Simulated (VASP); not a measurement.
Input of a VASP 6.6.1 run:

File INCAR:

```
SYSTEM = P
PREC = Accurate
ENCUT = 520
EDIFF = 1E-6
ISMEAR = -1
SIGMA = 0.1
LREAL = .FALSE.
LASPH = .TRUE.
NELM = 100
ALGO = Normal
ISIF = 2
LWAVE = .FALSE.
LCHARG = .FALSE.
GGA = PE
NBANDS = 14
```

Contents of KPOINTS:

```
Automatic mesh
0
G
  9 9 14
  0 0 0
```

File POSCAR:

```
P
1.0
    4.2700225620      0.0000000000      0.0000000000
   -2.1350112810      3.6979480134      0.0000000000
    0.0000000000      0.0000000000      2.4070255743
P
3
Direct
    0.0000000000      0.0000000000      0.0000000000
    0.3333333333      0.6666666667      0.5000000000
    0.6666666667      0.3333333333      0.5000000000
```

Potentials or basis: VASP PAW PBE potentials, release 64 (P).

The run is started by

```bash
$ cat potpaw_PBE.64/P/POTCAR > POTCAR
$ mpirun -np 1 vasp_std > vasp.out
```

Task: Predict the pressure.

Result: 15.1 GPa.

Stress tensor (GPa, compression positive):
```
14.23  0.00  0.00
 0.00 14.23  0.00
 0.00  0.00 16.95
```
